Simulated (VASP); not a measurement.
# Al3VN4 (Cmmm) in VASP: single point with PBE

Aim: the single point of Al3VN4 with PBE.

All numbers are computed with VASP 6.6.1; they aren't measurements. Logs are shortened: lines on timing, memory, paths and dates and some standing lists are left out, and cuts for length are marked.

**1. The cell of the first run**

It takes space group Cmmm (No. 65, orthorhombic). Conventional cell: a = 5.824 Å, b = 8.275 Å, c = 2.878 Å, α = 90.00°, β = 90.00°, γ = 90.00°. Al (site symmetry 2/m) has 6 N at 2.05 to 2.07 Å within 2.7 Å. Al (site symmetry mmm) has 6 N at 2.01 to 2.03 Å within 2.7 Å. Within 3.0 Å of V (site symmetry mmm) lie 6 N at 2.08 to 2.11 Å and 2 V at 2.88 Å and 10 Al at 2.91 Å. N (site symmetry m2m) has 5 Al at 2.03 to 2.05 Å and 1 V at 2.11 Å within 2.7 Å. N (site symmetry 2mm) has 4 Al at 2.01 to 2.07 Å and 2 V at 2.08 Å within 2.7 Å.

**2. Single point, PBE, collinear spin, ferromagnetic start**

INCAR reads:

```
SYSTEM = Al3VN4
ALGO     = Normal         ! electronic algorithm
EDIFF    = 1E-6           ! SCF threshold, eV
ENCUT    = 520            ! plane-wave cutoff, eV
GGA      = PE             ! functional
ISIF     = 2              ! what is computed and relaxed
ISMEAR   = 0              ! smearing method
ISPIN    = 2              ! spin polarisation
KPAR     = 4            
LASPH    = .True.         ! aspherical terms in the spheres
LCHARG   = .True.         ! write CHGCAR
LMAXMIX  = 4              ! l up to which the mixer works
LORBIT   = 11             ! projections on sites
LREAL    = .False.        ! projectors in reciprocal space
LVHAR    = .True.       
LWAVE    = .False.        ! write WAVECAR
MAGMOM   = 0 0 0 1.44 0 0 0 0 ! initial moments
NBANDS   = 35             ! bands
NELM     = 150            ! most SCF steps
PREC     = Accurate       ! precision mode
SIGMA    = 0.1            ! smearing width, eV
```

KPOINTS reads:

```
k-points
0
Gamma
  8 8 14
  0 0 0
```

POSCAR reads:

```
Al3VN4
1.0
    2.9119734340     -4.1375142179      0.0000000000
    2.9119734340      4.1375142179      0.0000000000
    0.0000000000      0.0000000000      2.8781388983
Al V N
3 1 4
Direct
    0.0000000000      0.5000000000      0.5000000000
    0.5000000000      0.0000000000      0.5000000000
    0.5000000000      0.5000000000      0.0000000000
    0.0000000000      0.0000000000      0.0000000000
    0.7452358859      0.2547641141      0.0000000000
    0.7414779953      0.7414779953      0.5000000000
    0.2585220047      0.2585220047      0.5000000000
    0.2547641141      0.7452358859      0.0000000000
```

Potentials or basis: VASP PAW PBE potentials, release 64 (Al, V_sv, N).

Run with:

```sh
cat potpaw_PBE.64/Al/POTCAR potpaw_PBE.64/V_sv/POTCAR potpaw_PBE.64/N/POTCAR > POTCAR
mpirun -np 4 vasp_std > vasp.out
```

OUTCAR:

```text
SYSTEM = Al3VN4
   EDIFF = 1E-6
   ENCUT = 520
   GGA = PE
   ISIF = 2
   ISMEAR = 0
   ISPIN = 2
   LASPH = .True.
   LORBIT = 11
   LREAL = .False.
   NELM = 150
   PREC = Accurate

 ion  position               nearest neighbor table
   1  0.000  0.500  0.500-   5 2.05   8 2.05   5 2.05   8 2.05   7 2.07   6 2.07   3 2.91   4 2.91
                             3 2.91   4 2.91   4 2.91   4 2.91   3 2.91   3 2.91   2 2.91   2 2.91
   2  0.500  0.000  0.500-   5 2.05   8 2.05   5 2.05   8 2.05   7 2.07   6 2.07   3 2.91   4 2.91
                             3 2.91   4 2.91   3 2.91   3 2.91   4 2.91   4 2.91   1 2.91   1 2.91
   3  0.500  0.500  0.000-   6 2.01   7 2.01   6 2.01   7 2.01   5 2.03   8 2.03   1 2.91   2 2.91
                             1 2.91   2 2.91   2 2.91   2 2.91   1 2.91   1 2.91   4 2.91   4 2.91
   4  0.000  0.000  0.000-   6 2.08   7 2.08   6 2.08   7 2.08   5 2.11   8 2.11   1 2.91   2 2.91
                             1 2.91   2 2.91   1 2.91   1 2.91   2 2.91   2 2.91   3 2.91   3 2.91
   5  0.745  0.255  0.000-   3 2.03   2 2.05   1 2.05   1 2.05   2 2.05   4 2.11
   6  0.741  0.741  0.500-   3 2.01   3 2.01   1 2.07   2 2.07   4 2.08   4 2.08
   7  0.259  0.259  0.500-   3 2.01   3 2.01   1 2.07   2 2.07   4 2.08   4 2.08
   8  0.255  0.745  0.000-   3 2.03   2 2.05   1 2.05   1 2.05   2 2.05   4 2.11

  LATTYP: Found a base centered orthorhombic cell.
 ALAT       =     5.8239468680
 B/A-ratio  =     1.4208626252
 C/A-ratio  =     0.4941904457

  Lattice vectors:

 A1 = (   2.9119734340,  -4.1375142179,   0.0000000000)
 A2 = (   2.9119734340,   4.1375142179,   0.0000000000)
 A3 = (   0.0000000000,   0.0000000000,   2.8781388983)

Analysis of symmetry for initial positions (statically):
=====================================================================
 Subroutine PRICEL returns:
 Original cell was already a primitive cell.

 Routine SETGRP: Setting up the symmetry group for a
 base centered orthorhombic supercell.

 Subroutine GETGRP returns: Found  8 space group operations
 (whereof  8 operations were pure point group operations)
 out of a pool of  8 trial point group operations.

The static configuration has the point symmetry D_2h.

Analysis of symmetry for dynamics (positions and initial velocities):
=====================================================================
 Subroutine PRICEL returns:
 Original cell was already a primitive cell.

 Routine SETGRP: Setting up the symmetry group for a
 base centered orthorhombic supercell.

 Subroutine GETGRP returns: Found  8 space group operations
 (whereof  8 operations were pure point group operations)
 out of a pool of  8 trial point group operations.

The dynamic configuration has the point symmetry D_2h.

Analysis of structural, dynamic, and magnetic symmetry:
[... 169 lines left out ...]

  energy without entropy =      -62.17172938  energy(sigma->0) =      -62.17871335

 E-fermi :  11.2631     XC(G=0): -12.4500

 val. band max:       11.2624283723   @ k =   0.2500   0.0000   0.0000
 cond. band min:      11.2691315431   @ k =   0.1250   0.0000   0.5000
 fundamental gap:      0.0067031708
 Fermi energy:        11.2631350044

 spin component 1

 k-point     1 :       0.0000    0.0000    0.0000
  band No.  band energies     occupation
      1     -54.2641      1.00000
      2     -28.1727      1.00000
      3     -28.1531      1.00000
      4     -28.0136      1.00000
      5      -7.4300      1.00000
      6      -4.4961      1.00000
[... 853 lines left out ...]
     32      20.9110      0.00000
     33      21.3462      0.00000

 [... further k-points ...]

 spin component 2

 k-point     1 :       0.0000    0.0000    0.0000
  band No.  band energies     occupation
      1     -52.6728      1.00000
      2     -26.7181      1.00000
      3     -26.5404      1.00000
      4     -26.3652      1.00000
      5      -7.3722      1.00000
      6      -4.4659      1.00000
[... 853 lines left out ...]
     32      21.0107      0.00000
     33      21.5507      0.00000

 [... further k-points ...]

 [bands above 33 left out]

------------------------ aborting loop because EDIFF is reached ----------------------------------------

  FORCE on cell =-STRESS in cart. coord.  units (eV):
  Direction    XX          YY          ZZ          XY          YZ          ZX
  --------------------------------------------------------------------------------------
  -------------------------------------------------------------------------------------
  Total       -0.0164889     -0.0066715     -0.0054789      0.0000000      0.0000000      0.0000000
  in kB       -0.3809207     -0.1541222     -0.1265724      0.0000000      0.0000000      0.0000000
  external PRESSURE =      -0.2205384 kB  Pullay stress =       0.0000000 kB

 VOLUME and BASIS-vectors are now :
 -----------------------------------------------------------------------------
  energy-cutoff  :      520.00
  volume of cell :       69.35
      direct lattice vectors                 reciprocal lattice vectors
     2.911973434 -4.137514218  0.000000000     0.171704863 -0.120845506  0.000000000
     2.911973434  4.137514218  0.000000000     0.171704863  0.120845506  0.000000000
     0.000000000  0.000000000  2.878138898     0.000000000  0.000000000  0.347446748

 POSITION                                       TOTAL-FORCE (eV/Angst)
 -----------------------------------------------------------------------------------
      1.45599      2.06876      1.43907         0.000000      0.000000     -0.000000
      1.45599     -2.06876      1.43907         0.000000      0.000000     -0.000000
      2.91197      0.00000      0.00000         0.000000      0.000000     -0.000000
      0.00000      0.00000      0.00000         0.000000      0.000000     -0.000000
      2.91197     -2.02933      0.00000         0.000000      0.025118     -0.000000
      4.31833      0.00000      1.43907        -0.034414      0.000000     -0.000000
      1.50562      0.00000      1.43907         0.034414      0.000000     -0.000000
      2.91197      2.02933      0.00000         0.000000     -0.025118      0.000000
 -----------------------------------------------------------------------------------
    total drift:                                0.000000      0.000000      0.000000

  FREE ENERGIE OF THE ION-ELECTRON SYSTEM (eV)
  ---------------------------------------------------
  free  energy   TOTEN  =       -62.1856973262 eV

  energy  without entropy=      -62.1717293785  energy(sigma->0) =      -62.17871335

 total charge

# of ion       s       p       d       tot
------------------------------------------
    1        0.313   0.376   0.000   0.689
    2        0.313   0.376   0.000   0.689
    3        0.316   0.399   0.000   0.715
    4        2.243   6.271   3.093  11.606
    5        1.222   2.602   0.000   3.825
    6        1.228   2.591   0.000   3.819
    7        1.228   2.591   0.000   3.819
    8        1.222   2.602   0.000   3.825
--------------------------------------------------
tot          8.085  17.809   3.093  28.987

 magnetization (x)

# of ion       s       p       d       tot
------------------------------------------
    1        0.006  -0.000   0.000   0.006
    2        0.006  -0.000   0.000   0.006
    3        0.000  -0.004   0.000  -0.004
    4        0.014   0.015   1.556   1.585
    5       -0.000   0.003   0.000   0.003
    6       -0.001   0.004   0.000   0.003
    7       -0.001   0.004   0.000   0.003
    8       -0.000   0.003   0.000   0.003
--------------------------------------------------
tot          0.024   0.025   1.556   1.604
```

OSZICAR:

```text
N       E                     dE             d eps       ncg     rms          rms(c)
DAV:   1     0.308903864569E+03    0.30890E+03   -0.19821E+04 23528   0.118E+03
DAV:   2    -0.515348458000E+02   -0.36044E+03   -0.34372E+03 26808   0.334E+02
DAV:   3    -0.727891201917E+02   -0.21254E+02   -0.20962E+02 29358   0.847E+01
DAV:   4    -0.731073743025E+02   -0.31825E+00   -0.31712E+00 29897   0.110E+01
DAV:   5    -0.731121105746E+02   -0.47363E-02   -0.47316E-02 29364   0.131E+00    0.301E+01
DAV:   6    -0.640457574798E+02    0.90664E+01   -0.48688E+01 28213   0.490E+01    0.155E+01
DAV:   7    -0.628840479581E+02    0.11617E+01   -0.33109E+01 26895   0.477E+01    0.127E+01
DAV:   8    -0.622410219951E+02    0.64303E+00   -0.14519E+00 28225   0.895E+00    0.635E+00
DAV:   9    -0.622124890178E+02    0.28533E-01   -0.10214E+00 28942   0.727E+00    0.256E+00
DAV:  10    -0.621941806121E+02    0.18308E-01   -0.13645E-01 26719   0.288E+00    0.132E+00
DAV:  11    -0.621905603549E+02    0.36203E-02   -0.25959E-02 30138   0.982E-01    0.782E-01
DAV:  12    -0.621864243002E+02    0.41361E-02   -0.85897E-03 27213   0.674E-01    0.377E-01
DAV:  13    -0.621857465673E+02    0.67773E-03   -0.48893E-03 30232   0.504E-01    0.135E-01
DAV:  14    -0.621857116960E+02    0.34871E-04   -0.41306E-04 26872   0.155E-01    0.976E-02
DAV:  15    -0.621856930996E+02    0.18596E-04   -0.19843E-04 27475   0.929E-02    0.546E-02
DAV:  16    -0.621857005473E+02   -0.74478E-05   -0.35574E-05 29994   0.349E-02    0.269E-02
DAV:  17    -0.621856979766E+02    0.25707E-05   -0.64840E-06 29009   0.210E-02    0.110E-02
DAV:  18    -0.621856973262E+02    0.65045E-06   -0.28905E-06 20824   0.125E-02
   1 F= -.62185697E+02 E0= -.62178713E+02  d E =-.139679E-01  mag=     1.8218
```

It took 5.6 min on 4 MPI ranks of Intel Xeon Platinum 8259CL at 2.50GHz (Skylake/Cascade Lake), shared host; peak memory 0.64 GiB.

What came out:

```yaml
Free_energy: -62.1857 eV
Pressure: 0.0 GPa
Largest_force: 0.034 eV/Å
Net_moment: 1.82 μB per cell
Site_moments: Al +0.01, -0.00 (each value once); V +1.58; N +0.00 μB
Valence_electrons_inside_the_program's_atomic_spheres: Al 0.69, 0.71 (each value once); V 11.61; N 3.83, 3.82 (each value once)
```

Forces in eV/Å, atoms in the order of the input:
```
Al   0.000  0.000  0.000
Al   0.000  0.000  0.000
Al   0.000  0.000  0.000
V    0.000  0.000  0.000
N    0.000  0.025  0.000
N   -0.034  0.000  0.000
N    0.034  0.000  0.000
N    0.000 -0.025  0.000
```

With open d or f shells a metallic result of PBE can be an artefact of self-interaction; +U or a hybrid may open a gap.
